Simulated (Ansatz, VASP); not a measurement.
One calculation of O, two programs

```xyz
2
Lattice="2.7015 -1.7145 0.0000 2.7015 1.7145 0.0000 -1.9650 0.0000 3.7480" Properties=species:S:1:pos:R:3 pbc="T T T"
O     0.0451    0.0000    0.5734
O     3.3929    0.0000    3.1745
```

Alike in both runs: task electric field gradients; functional PBE; k mesh 6 × 6 × 4; occupations fermi-dirac, width 0.01 eV; no spin polarisation.

|  | VASP | Ansatz |
| --- | --- | --- |
| version | VASP 6.6.1 | Ansatz 0.2.0 |
| potentials or method | VASP PAW PBE potentials, release 64 (O) | PAW with Ansatz's default frozen-core files, scalar-relativistic |
| plane-wave cutoff (eV) | 520 | 420 |
| valence electrons in the cell | 12 | 12 |

|  | VASP | Ansatz | Ansatz less VASP |
| --- | --- | --- | --- |
| pressure (GPa) | 11.0 | 7.4 | -3.65 |
| traceless stress, the component that is largest in VASP (GPa) | 30.91 | 23.11 | -7.800 |
| rms of the force components (eV/Å) | 4.622 | 3.322 | -1.3003 |
| size of Vzz on the site where it differs most (V/Å²) | 114.3 | 113.7 | -0.56 |

Atom by atom the forces differ by 1.301 eV/Å (rms over components).

The k mesh is coarse, so the values compare programs but aren't converged. Noted on VASP's run: the standard files for N, O and F lose accuracy on very short bonds; spin is off for a triplet molecule.
